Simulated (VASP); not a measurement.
# BN (P1) in VASP: single point with r2SCAN

Aim: the single point of BN with r2SCAN.

All numbers are computed with VASP 6.6.1; they aren't measurements. Logs are shortened: lines on timing, memory, paths and dates and some standing lists are left out, and cuts for length are marked.

### Step 1. The cell of the first run

The typed cell holds 12 atoms: a = 2.552 Å, b = 2.552 Å, c = 12.528 Å, α = 88.25°, β = 86.50°, γ = 60.00°.

### Step 2. Single point, r2SCAN (the part above a cut slid along it)

POSCAR reads:

```
BN
1.0
    1.8048137541     -1.8048137541      0.0000000000
    1.8048137541      0.0000000000     -1.8048137541
    7.7606991426      6.6778108902      7.2192550164
B N
6 6
Direct
    0.8812600000      0.0000000000      0.3958000000
    0.2645933333      0.3333333333      0.2291333333
    0.4979266667      0.6666666667      0.5624666667
    0.7312600000      1.0000000000      0.8958000000
    0.1145933333      0.3333333333      0.7291333333
    0.6479266667      0.6666666667      0.0624666667
    0.5354266667      0.6666666667      0.4374666667
   -0.0812400000      0.0000000000      0.2708000000
    0.1520933333      0.3333333333      0.6041333333
    0.3854266667      0.6666666667      0.9374666667
   -0.2312400000      0.0000000000      0.7708000000
    0.3020933333      0.3333333333      0.1041333333
```

INCAR.step1 reads:

```
SYSTEM = BN
  ALGO = Normal
  EDIFF = 1E-4
  ENCUT = 520
  GGA = PE
  ISMEAR = 0
  LASPH = .True.
  LCHARG = .False.
  LREAL = .False.
  LWAVE = .True.
  NBANDS = 36
  NELM = 100
  PREC = Accurate
  SIGMA = 0.05
```

INCAR.step2 reads:

```
SYSTEM = BN
  ALGO = Normal
  EDIFF = 1E-7
  ENCUT = 520
  ISIF = 2
  ISMEAR = 0
  ISTART = 1
  LASPH = .True.
  LCHARG = .False.
  LMIXTAU = .True.
  LREAL = .False.
  LWAVE = .False.
  METAGGA = R2SCAN
  NBANDS = 36
  NELM = 100
  PREC = Accurate
  SIGMA = 0.05
```

KPOINTS reads:

```
k-points
0
Gamma
  10 10 2
  0 0 0
```

Potentials or basis: VASP PAW PBE potentials, release 64 (B, N).

The run is started by

```bash
$ cat potpaw_PBE.64/B/POTCAR potpaw_PBE.64/N/POTCAR > POTCAR
$ cp INCAR.step1 INCAR
$ mpirun -np 1 vasp_std > vasp.out
$ cp INCAR.step2 INCAR
$ mpirun -np 1 vasp_std > vasp.out
```

OUTCAR:

```text
SYSTEM = BN
   EDIFF = 1E-7
   ENCUT = 520
   ISIF = 2
   ISMEAR = 0
   ISTART = 1
   LASPH = .True.
   LREAL = .False.
   METAGGA = R2SCAN
   NELM = 100
   PREC = Accurate

 ion  position               nearest neighbor table
   1  0.881  0.000  0.396-   7 1.56   8 1.56   7 1.56   7 1.56
   2  0.265  0.333  0.229-   8 1.56  12 1.56   8 1.56   8 1.56
   3  0.498  0.667  0.562-   9 1.56   9 1.56   7 1.56   9 1.56
   4  0.731  0.000  0.896-  10 1.56  11 1.56  10 1.56  10 1.56
   5  0.115  0.333  0.729-  11 1.56   9 1.56  11 1.56  11 1.56
   6  0.648  0.667  0.062-  12 1.56  12 1.56  12 1.56  10 1.74
   7  0.535  0.667  0.437-   1 1.56   3 1.56   1 1.56   1 1.56
   8  0.919  0.000  0.271-   2 1.56   1 1.56   2 1.56   2 1.56
   9  0.152  0.333  0.604-   3 1.56   3 1.56   5 1.56   3 1.56
  10  0.385  0.667  0.937-   4 1.56   4 1.56   4 1.56   6 1.74
  11  0.769  0.000  0.771-   5 1.56   4 1.56   5 1.56   5 1.56
  12  0.302  0.333  0.104-   6 1.56   6 1.56   2 1.56   6 1.56

  LATTYP: Found a base centered monoclinic cell.
 ALAT       =     2.5523920886
 B/A-ratio  =     1.7320508076
 C/A-ratio  =     4.9081564767
 COS(beta)  =    -0.0611227457

  Lattice vectors:

 A1 = (   0.0000000000,   1.8048137541,  -1.8048137541)
 A2 = (  -1.8048137541,   0.0000000000,   1.8048137541)
 A3 = (   7.7606991426,   6.6778108902,   7.2192550164)

Analysis of symmetry for initial positions (statically):
=====================================================================
 Subroutine PRICEL returns:
 Original cell was already a primitive cell.

 Routine SETGRP: Setting up the symmetry group for a
 base centered monoclinic supercell.

 Subroutine GETGRP returns: Found  1 space group operations
 (whereof  1 operations were pure point group operations)
 out of a pool of  4 trial point group operations.

The static configuration has the point symmetry C_1 .

Analysis of symmetry for dynamics (positions and initial velocities):
=====================================================================
 Subroutine PRICEL returns:
 Original cell was already a primitive cell.

 Routine SETGRP: Setting up the symmetry group for a
 base centered monoclinic supercell.

 Subroutine GETGRP returns: Found  1 space group operations
 (whereof  1 operations were pure point group operations)
 out of a pool of  4 trial point group operations.

The dynamic configuration has the point symmetry C_1 .

 Subroutine INISYM returns: Found  1 space group operations
 (whereof  1 operations are pure point group operations),
 and found     1 'primitive' translations

----------------------------------------------------------------------------------------

                                     Primitive cell

  volume of cell :      70.5470

  direct lattice vectors                    reciprocal lattice vectors
     1.804813754 -1.804813754  0.000000000     0.170839419 -0.383234373  0.170839419
     1.804813754  0.000000000 -1.804813754     0.184691264  0.184691264 -0.369382528
     7.760699143  6.677810890  7.219255016     0.046172816  0.046172816  0.046172816

  length of vectors
     2.552392089  2.552392089 12.527539761     0.453035096  0.452399356  0.079973663

  position of ions in fractional coordinates (direct lattice)
     0.881260000  0.000000000  0.395800000
     0.264593333  0.333333333  0.229133333
     0.497926667  0.666666667  0.562466667
     0.731260000  0.000000000  0.895800000
     0.114593333  0.333333333  0.729133333
     0.647926667  0.666666667  0.062466667
     0.535426667  0.666666667  0.437466667
     0.918760000  0.000000000  0.270800000
     0.152093333  0.333333333  0.604133333
     0.385426667  0.666666667  0.937466667
     0.768760000  0.000000000  0.770800000
     0.302093333  0.333333333  0.104133333

  ion indices of the primitive-cell ions
   primitive index   ion index
                 1           1
                 2           2
                 3           3
                 4           4
                 5           5
                 6           6
                 7           7
                 8           8
                 9           9
                10          10
                11          11
                12          12

----------------------------------------------------------------------------------------

 KPOINTS: k-points

Automatic generation of k-mesh.
 Grid dimensions read from file:
 generate k-points for:   10   10    2

 Generating k-lattice:

  Cartesian coordinates                     Fractional coordinates (reciprocal lattice)
     0.017083942 -0.038323437  0.017083942     0.100000000  0.000000000 -0.000000000
     0.018469126  0.018469126 -0.036938253     0.000000000  0.100000000  0.000000000
     0.023086408  0.023086408  0.023086408     0.000000000  0.000000000  0.500000000

  Length of vectors
     0.045303510  0.045239936  0.039986832

  Shift w.r.t. Gamma in fractional coordinates (k-lattice)
     0.000000000  0.000000000  0.000000000

 Subroutine IBZKPT returns following result:
 ===========================================

 Found    104 irreducible k-points:

 Following reciprocal coordinates:
            Coordinates               Weight
  0.000000  0.000000  0.000000      1.000000
  0.100000  0.000000 -0.000000      2.000000
 -0.100000 -0.100000  0.000000      2.000000
  0.200000  0.000000 -0.000000      2.000000
 -0.200000 -0.200000  0.000000      2.000000
  0.300000  0.000000 -0.000000      2.000000
[... 16 lines left out ...]
  0.300000  0.400000 -0.000000      2.000000
 -0.200000  0.100000  0.000000      2.000000
 [... further k-points ...]
   k-points           NKPTS =    104   k-points in BZ     NKDIM =    104   number of bands    NBANDS=     36
   number of dos      NEDOS =    301   number of ions     NIONS =     12
   total plane-waves  NPLWV =  38400
   dimension x,y,z NGX =    20 NGY =   20 NGZ =   96
   dimension x,y,z NGXF=    40 NGYF=   40 NGZF=  192
   ions per type =               6   6
   NGX,Y,Z   is equivalent  to a cutoff of  13.03, 13.03, 12.74 a.u.
   NGXF,Y,Z  is equivalent  to a cutoff of  26.05, 26.05, 25.48 a.u.
 SYSTEM =  BN
   PREC   = accura    normal or accurate (medium, high low for compatibility)
   ISTART =      1    job   : 0-new  1-cont  2-samecut
   ICHARG =      0    charge: 1-file 2-atom 10-const
   ISPIN  =      1    spin polarized calculation?
   LNONCOLLINEAR =      F non collinear calculations
   LSORBIT =      F    spin-orbit coupling
   LASPH  =      T    aspherical Exc in radial PAW
   ENCUT  =  520.0 eV  38.22 Ry    6.18 a.u.   4.75  4.75 23.29*2*pi/ulx,y,z
   NELM   =    100;   NELMIN=  2; NELMDL=  0     # of ELM steps
   EDIFF  = 0.1E-06   stopping-criterion for ELM
   LREAL  =      F    real-space projection
   EDIFFG = 0.1E-05   stopping-criterion for IOM
   NSW    =      0    number of steps for IOM
   IBRION =     -1    ionic relax: 0-MD 1-quasi-New 2-CG
   NFREE  =      0    steps in history (QN), initial steepest desc. (CG)
   ISIF   =      2    stress and relaxation
   ISYM   =      2    0-nonsym 1-usesym 2-fastsym
   POTIM  = 0.5000    time-step for ionic-motion
   TEBEG  =    0.0;   TEEND  =   0.0 temperature during run
   PSTRESS=    0.0 pullay stress
   NELECT =      48.0000    total number of electrons
   NUPDOWN=      -1.0000    fix difference up-down
   EMIN   =  10.00;   EMAX   =-10.00  energy-range for DOS
   EFERMI =   0.00;   METHOD = LEGACY
   ISMEAR =     0;   SIGMA  =   0.05  broadening in eV -4-tet -1-fermi 0-gaus
   EFERMI_NEDOS =   21; number of points for ismear=-14 and -15
   IALGO  =     38    algorithm
   IMIX   =      4    mixing-type and parameters
     AMIX     =   0.40;   BMIX     =  1.00
     AMIX_MAG =   1.60;   BMIX_MAG =  1.00
  volume/ion in A,a.u.               =       5.88        39.67
  Fermi-wavevector in a.u.,A,eV,Ry     =   1.439889  2.720996 28.208703  2.073281
  Thomas-Fermi vector in A             =   2.558695
   LORBIT       =      0    0 simple, 1 ext, 2 COOP (PROOUT), +10 PAW based schemes
   METAGGA = R2SCAN    functional components
   LHFCALC =     F    Hartree Fock is set to
   AEXX    =    0.0000 exact exchange contribution
   IVDW    =     0    specifies the selected vdW correction
   LEPSILON=     F    determine dielectric tensor
   LRPA    =     F    only Hartree local field effects (RPA)
 non-spin polarized calculation
 Gauss-broadening in eV      SIGMA  =   0.05
  energy-cutoff  :      520.00
  volume of cell :       70.55
 maximum number of plane-waves:      1918
   NGX =  9   NGY =  9   NGZ = 47

 number of electron      47.9999995 magnetization

 Free energy of the ion-electron system (eV)
  ---------------------------------------------------
  ext. energy  EPLUGINS =         0.00000000
  ---------------------------------------------------
  free energy    TOTEN  =      -113.31505360 eV

  energy without entropy =     -113.31505360  energy(sigma->0) =     -113.31505360

 E-fermi :   8.1384     XC(G=0): -13.6866

 val. band max:        7.8367271466   @ k =   0.0000   0.0000   0.0000
 cond. band min:      11.1985447045   @ k =   0.5000   0.0000  -0.0000
 fundamental gap:      3.3618175579
 Fermi energy:         8.1384192982

 k-point     1 :       0.0000    0.0000    0.0000
  band No.  band energies     occupation
      1     -14.0739      2.00000
      2     -13.3757      2.00000
      3     -13.2269      2.00000
      4     -11.4508      2.00000
      5     -11.3001      2.00000
      6      -9.6360      2.00000
[... 28 lines left out ...]
     35      18.1427      0.00000
     36      18.2625      0.00000

 k-point     2 :       0.1000    0.0000   -0.0000
  band No.  band energies     occupation
      1     -13.8502      2.00000
      2     -13.1669      2.00000
      3     -12.9952      2.00000
      4     -11.2785      2.00000
      5     -11.0697      2.00000
      6      -9.4666      2.00000
[... 28 lines left out ...]
     35      18.5444      0.00000
     36      18.8198      0.00000

 k-point     3 :      -0.1000   -0.1000    0.0000
  band No.  band energies     occupation
      1     -13.8491      2.00000
      2     -13.1666      2.00000
      3     -12.9940      2.00000
      4     -11.2805      2.00000
      5     -11.0682      2.00000
      6      -9.4689      2.00000
[... 28 lines left out ...]
     35      18.6421      0.00000
     36      18.7730      0.00000
[... 742 lines left out ...]
 k-point    23 :       0.3000    0.4000   -0.0000
  band No.  band energies     occupation
      1     -11.3423      2.00000
      2     -10.7856      2.00000
      3     -10.5372      2.00000
      4      -9.3366      2.00000
      5      -9.0277      2.00000
      6      -8.0861      2.00000
[... 28 lines left out ...]
     35      19.7671      0.00000
     36      19.9701      0.00000

 k-point    24 :      -0.2000    0.1000    0.0000
  band No.  band energies     occupation
      1     -12.5549      2.00000
      2     -11.9283      2.00000
      3     -11.7000      2.00000
      4     -10.2130      2.00000
      5      -9.8966      2.00000
      6      -8.5792      2.00000
[... 28 lines left out ...]
     35      19.6762      0.00000
     36      20.0273      0.00000

 [... further k-points ...]

------------------------ aborting loop because EDIFF is reached ----------------------------------------

  FORCE on cell =-STRESS in cart. coord.  units (eV):
  Direction    XX          YY          ZZ          XY          YZ          ZX
  --------------------------------------------------------------------------------------
  -------------------------------------------------------------------------------------
  Total       -6.1481420      4.3495815      3.8985400      1.7433471      5.1831391     -1.9902196
  in kB     -139.6291357     98.7824126     88.5389064     39.5927818    117.7131628    -45.1994508
  external PRESSURE =      15.8973944 kB  Pullay stress =       0.0000000 kB

 VOLUME and BASIS-vectors are now :
 -----------------------------------------------------------------------------
  energy-cutoff  :      520.00
  volume of cell :       70.55
      direct lattice vectors                 reciprocal lattice vectors
     1.804813754 -1.804813754  0.000000000     0.170839419 -0.383234373  0.170839419
     1.804813754  0.000000000 -1.804813754     0.184691264  0.184691264 -0.369382528
     7.760699143  6.677810890  7.219255016     0.046172816  0.046172816  0.046172816

 POSITION                                       TOTAL-FORCE (eV/Angst)
 -----------------------------------------------------------------------------------
      4.66219      1.05257      2.85738         0.063990      0.089870      0.081926
      2.85738      1.05257      1.05257        -0.038284      0.229323      0.284289
      6.46701      2.85738      2.85738         0.073694      0.079431      0.076856
      8.27182      4.66219      6.46701         0.010122      0.107893     -0.475950
      6.46701      4.66219      4.66219         0.044641      0.097816      0.071606
      2.85738     -0.75225     -0.75225        -1.922170      2.438900      0.151394
      5.56460      1.95497      1.95497        -0.078899     -0.077221     -0.075459
      3.75979      0.15016      1.95497        -0.108471     -0.040560     -0.066535
      5.56460      3.75979      3.75979        -0.061508     -0.096375     -0.078561
      9.17423      5.56460      5.56460         2.101647     -2.851259     -0.801957
      7.36942      3.75979      5.56460         0.065863     -0.350853     -0.142581
      1.95497      0.15016      0.15016        -0.150626      0.373036      0.974973
 -----------------------------------------------------------------------------------
    total drift:                                0.001426      0.001200      0.001206

  FREE ENERGIE OF THE ION-ELECTRON SYSTEM (eV)
  ---------------------------------------------------
  free  energy   TOTEN  =      -113.3150535991 eV

  energy  without entropy=     -113.3150535991  energy(sigma->0) =     -113.31505360
```

Run time: 22 min. Hardware: 1 thread of Intel Xeon 8259CL, shared host; peak memory 0.29 GiB.

What came out:

```yaml
Free_energy: -113.3151 eV
Pressure: 1.6 GPa
Largest_force: 3.632 eV/Å
Band_gap_on_the_k_mesh: 3.36 eV (least direct gap 4.58 eV)
```

Forces on the atoms (eV/Å):
```
B    0.064  0.090  0.082
B   -0.038  0.229  0.284
B    0.074  0.079  0.077
B    0.010  0.108 -0.476
B    0.045  0.098  0.072
B   -1.922  2.439  0.151
N   -0.079 -0.077 -0.075
N   -0.108 -0.041 -0.067
N   -0.062 -0.096 -0.079
N    2.102 -2.851 -0.802
N    0.066 -0.351 -0.143
N   -0.151  0.373  0.975
```

Caveat: the cell differs from its parent crystal (the part above a cut slid along it); the stress differs along the axes, from -14 to 10 GPa; the PAW data sets were made with another functional, which shifts forces and pressure a little. A k mesh can miss the band edges.
